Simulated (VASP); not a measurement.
Input of a VASP 6.6.1 run:

Contents of INCAR:

```
SYSTEM = Au
PREC = Accurate
ENCUT = 600
EDIFF = 1E-6
ISMEAR = -1
SIGMA = 0.05
LREAL = .FALSE.
LASPH = .TRUE.
NELM = 100
ALGO = Normal
ISIF = 3
LWAVE = .FALSE.
LCHARG = .FALSE.
GGA = PE
IBRION = 2
NSW = 45
EDIFFG = -0.005
```

Contents of KPOINTS:

```
Automatic mesh
0
G
  17 17 17
  0 0 0
```

POSCAR

```
Au
1.0
    0.0000000000      2.0786344967      2.0786344967
    2.0786344967      0.0000000000      2.0786344967
    2.0786344967      2.0786344967      0.0000000000
Au
1
Direct
    0.0000000000      0.0000000000      0.0000000000
```

Potentials or basis: VASP PAW PBE potentials, release 64 (Au).

Command:

```bash
$ cat potpaw_PBE.64/Au/POTCAR > POTCAR
$ mpirun -np 1 vasp_std > vasp.out
```

**Question.** Predict the space group after relaxing (to 0.1 Å).

**Answer.** Fm-3m (No. 225).

**Question.** Predict the relaxed cell.

**Answer.** a = 2.939 Å, b = 2.939 Å, c = 2.939 Å, α = 60.00°, β = 60.00°, γ = 60.00°.

**Question.** What does it give for the band gap on the k mesh?

**Answer.** Zero (an odd number of electrons rules out a gap without spin polarisation).

**Question.** What does it give for the relaxed volume?

**Answer.** 17.94 Å³/atom.

Final structure:
```cif
data_structure
_symmetry_space_group_name_H-M 'P 1'
_symmetry_Int_Tables_number 1
_cell_length_a 2.9386
_cell_length_b 2.9386
_cell_length_c 2.9386
_cell_angle_alpha 60.000
_cell_angle_beta 60.000
_cell_angle_gamma 60.000
_cell_volume 17.94
loop_
_atom_site_label
_atom_site_type_symbol
_atom_site_fract_x
_atom_site_fract_y
_atom_site_fract_z
_atom_site_occupancy
Au1 Au 0.00000 0.00000 0.00000 1
```

Caveat: spin-orbit coupling is left out, which moves the levels of the heavy elements.
